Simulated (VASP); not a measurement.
# PtSe2 in VASP: single point with PBE+D3(BJ)

Aim: the single point of PtSe2 with PBE+D3(BJ).

Program: VASP 6.6.1. These are calculated values, not measurements. Logs are shortened: lines on timing, memory, paths and dates and some standing lists are left out, and cuts for length are marked.

## (1) The cell of the first run

The cell holds a slab with vacuum, 6 atoms: a = 3.707 Å, b = 3.707 Å, c = 22.798 Å, α = 90.00°, β = 90.00°, γ = 120.00°.

## (2) Single point, PBE+D3(BJ)

Input file INCAR:

```
SYSTEM = PtSe2
PREC     = Accurate       ! precision mode
ENCUT    = 520            ! plane-wave cutoff, eV
EDIFF    = 1E-6           ! SCF threshold, eV
ISMEAR   = 0              ! smearing method
SIGMA    = 0.05           ! smearing width, eV
LREAL    = .False.        ! projectors in reciprocal space
LASPH    = .True.         ! aspherical terms in the spheres
NELM     = 100            ! most SCF steps
ALGO     = Normal         ! electronic algorithm
ISIF     = 2              ! what is computed and relaxed
LWAVE    = .False.        ! write WAVECAR
LCHARG   = .False.        ! write CHGCAR
LDIPOL   = .True.       
IDIPOL   = 3            
DIPOL    = 0.5 0.5 0.391
GGA      = PE             ! functional
IVDW     = 12             ! dispersion correction
NBANDS   = 31             ! bands
```

Input file KPOINTS:

```
Automatic mesh
0
Gamma
  9 9 1
  0 0 0
```

Input file POSCAR:

```
PtSe2
1.0
    3.7070358307      0.0000000000      0.0000000000
   -1.8535179153      3.2103872021      0.0000000000
    0.0000000000      0.0000000000     22.7981611688
Se Pt
4 2
Direct
    0.6666666667      0.3333333333      0.1973843402
    0.3333333333      0.6666666667      0.3135814565
    0.3333333333      1.1666666667      0.4675412418
    0.6666666667      0.8333333333      0.5837383581
    0.0000000000      0.0000000000      0.2554828983
    1.0000000000      1.5000000000      0.5256398000
```

Potentials or basis: VASP PAW PBE potentials, release 64 (Se, Pt).

The run is started by

```
$ cat potpaw_PBE.64/Se/POTCAR potpaw_PBE.64/Pt/POTCAR > POTCAR
$ mpirun -np 1 vasp_std > vasp.out
```

OUTCAR:

```text
SYSTEM = PtSe2
   PREC = Accurate
   ENCUT = 520
   EDIFF = 1E-6
   ISMEAR = 0
   LREAL = .False.
   LASPH = .True.
   NELM = 100
   ISIF = 2
   GGA = PE
   IVDW = 12
 IVDW          = 12

 ion  position               nearest neighbor table
   1  0.667  0.333  0.197-   5 2.52   5 2.52   5 2.52
   2  0.333  0.667  0.314-   5 2.52   5 2.52   5 2.52
   3  0.333  0.167  0.468-   6 2.52   6 2.52   6 2.52
   4  0.667  0.833  0.584-   6 2.52   6 2.52   6 2.52
   5  0.000  0.000  0.255-   1 2.52   1 2.52   1 2.52   2 2.52   2 2.52   2 2.52
   6  0.000  0.500  0.526-   4 2.52   4 2.52   4 2.52   3 2.52   3 2.52   3 2.52

  LATTYP: Found a hexagonal cell.
 ALAT       =     3.7070358307
 C/A-ratio  =     6.1499705452

  Lattice vectors:

 A1 = (   3.7070358307,   0.0000000000,   0.0000000000)
 A2 = (  -1.8535179153,   3.2103872021,   0.0000000000)
 A3 = (   0.0000000000,   0.0000000000,  22.7981611688)

Analysis of symmetry for initial positions (statically):
=====================================================================
 Subroutine PRICEL returns:
 Original cell was already a primitive cell.

 Routine SETGRP: Setting up the symmetry group for a
 hexagonal supercell.

 Subroutine GETGRP returns: Found  4 space group operations
 (whereof  2 operations were pure point group operations)
 out of a pool of 24 trial point group operations.

The static configuration has the point symmetry C_1h.
 The point group associated with its full space group is C_2v.

Analysis of symmetry for dynamics (positions and initial velocities):
=====================================================================
 Subroutine PRICEL returns:
 Original cell was already a primitive cell.

 Routine SETGRP: Setting up the symmetry group for a
 hexagonal supercell.

 Subroutine GETGRP returns: Found  4 space group operations
 (whereof  2 operations were pure point group operations)
 out of a pool of 24 trial point group operations.

The dynamic configuration has the point symmetry C_1h.
 The point group associated with its full space group is C_2v.

 Subroutine INISYM returns: Found  4 space group operations
 (whereof  2 operations are pure point group operations),
 and found     1 'primitive' translations

----------------------------------------------------------------------------------------

                                     Primitive cell

  volume of cell :     271.3214

  direct lattice vectors                    reciprocal lattice vectors
     3.707035831  0.000000000  0.000000000     0.269757306  0.155744453  0.000000000
    -1.853517915  3.210387202  0.000000000     0.000000000  0.311488907  0.000000000
     0.000000000  0.000000000 22.798161169     0.000000000  0.000000000  0.043863187

  length of vectors
     3.707035831  3.707035831 22.798161169     0.311488907  0.311488907  0.043863187

  position of ions in fractional coordinates (direct lattice)
     0.666666667  0.333333333  0.197384340
     0.333333333  0.666666667  0.313581457
     0.333333333  0.166666667  0.467541242
     0.666666667  0.833333333  0.583738358
     0.000000000  0.000000000  0.255482898
     0.000000000  0.500000000  0.525639800

  ion indices of the primitive-cell ions
   primitive index   ion index
                 1           1
                 2           2
                 3           3
                 4           4
                 5           5
                 6           6

----------------------------------------------------------------------------------------

 KPOINTS: Automatic mesh

Automatic generation of k-mesh.
 Grid dimensions read from file:
 generate k-points for:    9    9    1

 Generating k-lattice:

  Cartesian coordinates                     Fractional coordinates (reciprocal lattice)
     0.029973034  0.017304939  0.000000000     0.111111111  0.000000000  0.000000000
     0.000000000  0.034609879  0.000000000     0.000000000  0.111111111  0.000000000
     0.000000000  0.000000000  0.043863187     0.000000000  0.000000000  1.000000000

  Length of vectors
     0.034609879  0.034609879  0.043863187

  Shift w.r.t. Gamma in fractional coordinates (k-lattice)
     0.000000000  0.000000000  0.000000000

 Subroutine IBZKPT returns following result:
 ===========================================

 Found     25 irreducible k-points:

 Following reciprocal coordinates:
            Coordinates               Weight
  0.000000  0.000000  0.000000      1.000000
  0.111111  0.000000  0.000000      2.000000
  0.000000  0.111111  0.000000      4.000000
  0.222222 -0.000000  0.000000      2.000000
  0.000000  0.222222  0.000000      4.000000
  0.333333  0.000000  0.000000      2.000000
[... 16 lines left out ...]
 -0.222222 -0.444444  0.000000      4.000000
  0.444444  0.333333  0.000000      4.000000
   k-points           NKPTS =     25   k-points in BZ     NKDIM =     25   number of bands    NBANDS=     31
   number of dos      NEDOS =    301   number of ions     NIONS =      6
   total plane-waves  NPLWV = 141120
   dimension x,y,z NGX =    28 NGY =   28 NGZ =  180
   dimension x,y,z NGXF=    56 NGYF=   56 NGZF=  360
   ions per type =               4   2
   NGX,Y,Z   is equivalent  to a cutoff of  12.56, 12.56, 13.13 a.u.
   NGXF,Y,Z  is equivalent  to a cutoff of  25.11, 25.11, 26.25 a.u.
 SYSTEM =  PtSe2
   PREC   = accura    normal or accurate (medium, high low for compatibility)
   ISTART =      0    job   : 0-new  1-cont  2-samecut
   ICHARG =      2    charge: 1-file 2-atom 10-const
   ISPIN  =      1    spin polarized calculation?
   LNONCOLLINEAR =      F non collinear calculations
   LSORBIT =      F    spin-orbit coupling
   LASPH  =      T    aspherical Exc in radial PAW
   ENCUT  =  520.0 eV  38.22 Ry    6.18 a.u.   6.89  6.89 42.39*2*pi/ulx,y,z
   NELM   =    100;   NELMIN=  2; NELMDL= -5     # of ELM steps
   EDIFF  = 0.1E-05   stopping-criterion for ELM
   LREAL  =      F    real-space projection
   EDIFFG = 0.1E-04   stopping-criterion for IOM
   NSW    =      0    number of steps for IOM
   IBRION =     -1    ionic relax: 0-MD 1-quasi-New 2-CG
   NFREE  =      0    steps in history (QN), initial steepest desc. (CG)
   ISIF   =      2    stress and relaxation
   ISYM   =      2    0-nonsym 1-usesym 2-fastsym
   POTIM  = 0.5000    time-step for ionic-motion
   TEBEG  =    0.0;   TEEND  =   0.0 temperature during run
   PSTRESS=    0.0 pullay stress
   NELECT =      44.0000    total number of electrons
   NUPDOWN=      -1.0000    fix difference up-down
   EMIN   =  10.00;   EMAX   =-10.00  energy-range for DOS
   EFERMI =   0.00;   METHOD = LEGACY
   ISMEAR =     0;   SIGMA  =   0.05  broadening in eV -4-tet -1-fermi 0-gaus
   EFERMI_NEDOS =   21; number of points for ismear=-14 and -15
   IALGO  =     38    algorithm
   IMIX   =      4    mixing-type and parameters
     AMIX     =   0.40;   BMIX     =  1.00
     AMIX_MAG =   1.60;   BMIX_MAG =  1.00
  volume/ion in A,a.u.               =      45.22       305.16
  Fermi-wavevector in a.u.,A,eV,Ry     =   0.892752  1.687058 10.843938  0.797007
  Thomas-Fermi vector in A             =   2.014742
   LORBIT       =      0    0 simple, 1 ext, 2 COOP (PROOUT), +10 PAW based schemes
   GGA     = PE    functional components
   LHFCALC =     F    Hartree Fock is set to
   AEXX    =    0.0000 exact exchange contribution
   IVDW    =    12    specifies the selected vdW correction
   LEPSILON=     F    determine dielectric tensor
   LRPA    =     F    only Hartree local field effects (RPA)
 non-spin polarized calculation
 Gauss-broadening in eV      SIGMA  =   0.05
  energy-cutoff  :      520.00
  volume of cell :      271.32
 maximum number of plane-waves:      7334
   NGX = 13   NGY = 13   NGZ = 85

 dipolmoment           0.000000      0.000000      0.000050 electrons x Angstroem

 number of electron      44.0000001 magnetization

 dipolmoment           0.000000      0.000000     -0.000005 electrons x Angstroem

 Free energy of the ion-electron system (eV)
  ---------------------------------------------------
  ext. energy  EPLUGINS =         0.00000000
  ---------------------------------------------------
  free energy    TOTEN  =       -28.57578565 eV

  energy without entropy =      -28.57578565  energy(sigma->0) =      -28.57578565

 E-fermi :  -0.2259     XC(G=0):  -5.5162

 val. band max:       -0.4536775517   @ k =   0.1111   0.1111   0.0000
 cond. band min:       0.5203365598   @ k =   0.2222  -0.0000   0.0000
 fundamental gap:      0.9740141115
 Fermi energy:        -0.2259101045

 k-point     1 :       0.0000    0.0000    0.0000
  band No.  band energies     occupation
      1     -14.7578      2.00000
      2     -14.7087      2.00000
      3     -13.0193      2.00000
      4     -12.9199      2.00000
      5      -5.9966      2.00000
      6      -5.7795      2.00000
[... 23 lines left out ...]
     30       4.8345      0.00000
     31       4.9592      0.00000

 k-point     2 :       0.1111    0.0000    0.0000
  band No.  band energies     occupation
      1     -14.6256      2.00000
      2     -14.5762      2.00000
      3     -13.0221      2.00000
      4     -12.9286      2.00000
      5      -5.8978      2.00000
      6      -5.7955      2.00000
[... 23 lines left out ...]
     30       5.5182      0.00000
     31       5.6085      0.00000

 k-point     3 :       0.0000    0.1111    0.0000
  band No.  band energies     occupation
      1     -14.6251      2.00000
      2     -14.5766      2.00000
      3     -13.0210      2.00000
      4     -12.9297      2.00000
      5      -5.8993      2.00000
      6      -5.7987      2.00000
[... 23 lines left out ...]
     30       5.5666      0.00000
     31       5.5709      0.00000

 k-point     4 :       0.2222   -0.0000    0.0000
  band No.  band energies     occupation
      1     -14.2601      2.00000
      2     -14.2099      2.00000
      3     -13.0330      2.00000
      4     -12.9540      2.00000
      5      -5.8887      2.00000
      6      -5.7827      2.00000
[... 23 lines left out ...]
     30       5.3553      0.00000
     31       6.0956      0.00000

 k-point     5 :       0.0000    0.2222    0.0000
  band No.  band energies     occupation
      1     -14.2577      2.00000
      2     -14.2120      2.00000
      3     -13.0285      2.00000
      4     -12.9586      2.00000
      5      -5.8907      2.00000
      6      -5.7845      2.00000
[... 23 lines left out ...]
     30       5.3386      0.00000
     31       6.1109      0.00000
[... 542 lines left out ...]
     30       6.1990      0.00000
     31       6.8632      0.00000

 k-point    22 :       0.3333    0.2222    0.0000
  band No.  band energies     occupation
      1     -13.2101      2.00000
      2     -13.1655      2.00000
      3     -13.0743      2.00000
      4     -13.0405      2.00000
      5      -6.3050      2.00000
      6      -6.2676      2.00000
[... 23 lines left out ...]
     30       7.0085      0.00000
     31       7.3259      0.00000

 k-point    23 :      -0.2222   -0.4444    0.0000
  band No.  band energies     occupation
      1     -13.1863      2.00000
      2     -13.1834      2.00000
      3     -13.0608      2.00000
      4     -13.0596      2.00000
      5      -6.2991      2.00000
      6      -6.2774      2.00000
[... 23 lines left out ...]
     30       6.9190      0.00000
     31       7.3657      0.00000

 k-point    24 :       0.4444    0.3333    0.0000
  band No.  band energies     occupation
      1     -13.2004      2.00000
      2     -13.1716      2.00000
      3     -13.0691      2.00000
      4     -13.0492      2.00000
      5      -6.2907      2.00000
      6      -6.2840      2.00000
[... 23 lines left out ...]
     30       7.0267      0.00000
     31       7.4505      0.00000

 [... further k-points ...]

------------------------ aborting loop because EDIFF is reached ----------------------------------------

 vacuum level on the upper side and lower side of the slab       (xc-potential included)        -0.185        -0.186

 Edisp (eV)   -2.06327

 E8    (eV) :    -0.9148

  FORCE on cell =-STRESS in cart. coord.  units (eV):
  Direction    XX          YY          ZZ          XY          YZ          ZX
  --------------------------------------------------------------------------------------
  -------------------------------------------------------------------------------------
  Total      -0.18058    -0.11710    -0.76276    -0.05497     0.00000     0.00000
  in kB      -1.06634    -0.69150    -4.50415    -0.32462     0.00000     0.00000
  external pressure =       -2.09 kB  Pullay stress =        0.00 kB

 VOLUME and BASIS-vectors are now :
 -----------------------------------------------------------------------------
  energy-cutoff  :      520.00
  volume of cell :      271.32
      direct lattice vectors                 reciprocal lattice vectors
     3.707035831  0.000000000  0.000000000     0.269757306  0.155744453  0.000000000
    -1.853517915  3.210387202  0.000000000     0.000000000  0.311488907  0.000000000
     0.000000000  0.000000000 22.798161169     0.000000000  0.000000000  0.043863187

 POSITION                                       TOTAL-FORCE (eV/Angst)
 -----------------------------------------------------------------------------------
      1.85352      1.07013      4.50000        -0.006558     -0.003786     -0.001484
     -0.00000      2.14026      7.14908        -0.002533     -0.001463      0.079693
      0.92676      0.53506     10.65908        -0.002533     -0.001463     -0.079693
      0.92676      2.67532     13.30816        -0.006558     -0.003786      0.001484
      0.00000      0.00000      5.82454         0.009092      0.005249      0.072754
     -0.92676      1.60519     11.98362         0.009092      0.005249     -0.072754
 -----------------------------------------------------------------------------------
    total drift:                                0.000305      0.000176     -0.000153

  FREE ENERGIE OF THE ION-ELECTRON SYSTEM (eV)
  ---------------------------------------------------
  free  energy   TOTEN  =       -30.6390523828 eV

  energy  without entropy=      -30.6390523828  energy(sigma->0) =      -30.63905238

 vacuum level on the upper side and lower side of the slab         4.863         4.863
```

Run time: 3 min. Hardware: 1 thread of Intel Xeon 6975P-C (Granite Rapids), shared host; peak memory 0.47 GiB.

What came out:

- Free energy: -30.6391 eV
- Largest force: 0.080 eV/Å
- Band gap on the k mesh: 0.97 eV, indirect (least direct gap 1.13 eV)
- Dispersion energy per atom: -0.344 eV

Forces in eV/Å, atoms in the order of the input:
```
Se  -0.007 -0.004 -0.001
Se  -0.003 -0.001  0.080
Se  -0.003 -0.001 -0.080
Se  -0.007 -0.004  0.001
Pt   0.009  0.005  0.073
Pt   0.009  0.005 -0.073
```

Caveat: spin-orbit coupling is left out, which moves the levels of the heavy elements.
